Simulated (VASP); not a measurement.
Set up this calculation in VASP 6.6.1, as the native input.

```
Task                   : single point
Functional             : LDA
Potentials or basis    : VASP PAW LDA potentials, release 64 (Te, Mg)
Cutoff                 : 520 eV
k mesh                 : 9 × 9 × 9
Occupations            : fermi-dirac, width 0.05 eV
Spin                   : no spin polarisation
Dipole correction      : no
Further INCAR settings : ALGO = Normal; EDIFF = 1e-06; NBANDS = 14
```

The structure of Mg3Te lies in POSCAR:

```
Mg3Te
1.0
   -2.1104461853      2.1104461853      5.2110942752
    2.1104461853     -2.1104461853      5.2110942752
    2.1104461853      2.1104461853     -5.2110942752
Te Mg
1 3
Direct
    0.0000000000      0.0000000000      0.0000000000
    0.2500000000      0.7500000000      0.5000000000
    0.7500000000      0.2500000000      0.5000000000
    0.5000000000      0.5000000000      0.0000000000
```

The input as run:

INCAR

```
PREC = Accurate
ENCUT = 520
EDIFF = 1E-6
ISMEAR = -1
SIGMA = 0.05
LREAL = False
LASPH = True
NELM = 80
ALGO = Normal
ISIF = 2
LWAVE = False
LCHARG = False
GGA = CA
NBANDS = 14
```

KPOINTS

```
regular mesh
0
Gamma
  9 9 9
```

Potentials or basis: VASP PAW LDA potentials, release 64 (Te, Mg).

The run is started by

```console
$ cat potpaw_LDA.64/Te/POTCAR potpaw_LDA.64/Mg/POTCAR > POTCAR
$ mpirun -np 1 vasp_std > vasp.out
```

It gave:

The pressure is -1.1 GPa and the band gap on the k mesh is zero (band 6 reaches 5.16 eV, above the bottom of band 7 at 3.74 eV).

Caveat: spin-orbit coupling is left out, which moves the levels of the heavy elements.

Wall time 2.9 min on 1 thread of Intel(R) Xeon(R) Platinum 8488C (Sapphire Rapids), on a shared host, peak memory 0.3 GiB.
